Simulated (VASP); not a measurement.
# ZrIn: electric field gradients with LDA

ZrIn:

```
Zr In
1.0
     2.98103    0.00000    0.00000
     0.00000    2.98103    0.00000
     0.00000    0.00000    4.20229
Zr In
1 1
Direct
  0.00000 0.00000 0.00000
  0.50000 0.50000 0.50000
```

```
Program                : VASP 6.6.1
Task                   : electric field gradients
Functional             : LDA
Potentials or basis    : VASP PAW LDA potentials, release 64 (Zr_sv, In_d)
Cutoff                 : 520 eV
k mesh                 : 12 × 12 × 8
Occupations            : fermi-dirac, width 0.05 eV
Spin                   : no spin polarisation
Dipole correction      : no
Further INCAR settings : ALGO = Normal; EDIFF = 1e-08; NBANDS = 20
```

The pressure is 14.3 GPa and the band gap on the k mesh is zero (an odd number of electrons rules out a gap without spin polarisation). The largest electric field gradient by atom is Zr +40.2; In -163.6 V/Å².

Levels at points of the mesh, in eV from the Fermi level:
| k point | band 8 | band 9 | band 10 | band 11 | band 12 | band 13 | band 14 | band 15 | band 16 | band 17 |
| --- | --- | --- | --- | --- | --- | --- | --- | --- | --- | --- |
| (0.00, 0.00, 0.00) | -14.36 | -14.22 | -9.83 | -1.95 | -1.41 | -0.04 | 3.33 | 3.33 | 5.12 | 7.15 |
| (0.50, 0.00, 0.00) | -14.31 | -14.18 | -5.07 | -5.05 | -2.61 | -0.87 | 1.87 | 3.54 | 6.14 | 6.92 |
| (0.50, 0.50, 0.00) | -14.31 | -13.91 | -4.35 | -0.81 | -0.81 | 0.28 | 0.28 | 0.43 | 4.50 | 4.78 |
| (0.00, 0.00, 0.50) | -14.33 | -14.22 | -8.07 | -5.32 | -1.48 | 0.50 | 1.93 | 1.93 | 5.07 | 10.02 |
| (0.50, 0.00, 0.50) | -14.33 | -14.18 | -6.20 | -3.00 | -1.12 | -0.71 | 2.32 | 2.39 | 3.49 | 5.16 |
| (0.50, 0.50, 0.50) | -14.20 | -13.91 | -3.68 | -3.31 | -3.31 | -0.34 | 2.74 | 4.75 | 6.30 | 6.30 |

Electric field gradients, principal values (V/Å²):
```csv
atom,least,middle,greatest (by size)
1 Zr,-20.125,-20.125,40.250
2 In,81.820,81.820,-163.640
```

Run time: 31 s on 1 thread of Intel(R) Xeon(R) 6975P-C (Granite Rapids), on a shared host, peak memory 0.21 GiB.

Caveat: the cell stands under pressure; without QUAD_EFG the Cq values of the log hold for a quadrupole moment of 1 mb, not for the nuclei; spin-orbit coupling is left out, which moves the levels of the heavy elements.
